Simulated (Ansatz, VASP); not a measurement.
## ZrAl3N4 in VASP and in Ansatz

```
Zr Al N
1.0
     3.05179   -4.22920    0.00000
     3.05179    4.22920    0.00000
     0.00000    0.00000    2.96760
Zr Al N
1 3 4
Direct
  0.00000 0.00000 0.50000
  0.00000 0.50000 0.00000
  0.50000 0.50000 0.50000
  0.50000 0.00000 0.00000
  0.27586 0.27586 0.00000
  0.25995 0.74005 0.50000
  0.74005 0.25995 0.50000
  0.72414 0.72414 0.00000
```

Alike in both runs: functional PBE; k mesh 8 × 8 × 12; occupations gaussian, width 0.1 eV; no spin polarisation.

Ansatz relaxed the structure, and its values are those at the end. VASP's run is a single point on that final structure, the one shown.

|  | VASP | Ansatz |
| --- | --- | --- |
| version | VASP 6.6.1 | Ansatz 0.2.0 |
| potentials or method | VASP PAW PBE potentials, release 64 (Zr_sv, Al, N), cutoff 520 eV | scalar-relativistic, plane waves, PAW |
| valence electrons in the cell | 41 | 41 |

Ansatz gave:

```
gap on the k mesh at the Fermi level (eV) : none
pressure (GPa)                            : 0.0
rms of the force components (eV/Å)        : 0.000
```

Question: Which values does VASP return?

Answer: gap on the k mesh at the Fermi level (eV): none; pressure (GPa): -0.1; rms of the force components (eV/Å): 0.008.

A gap of «none» marks a metal or a gap that the smearing closes.
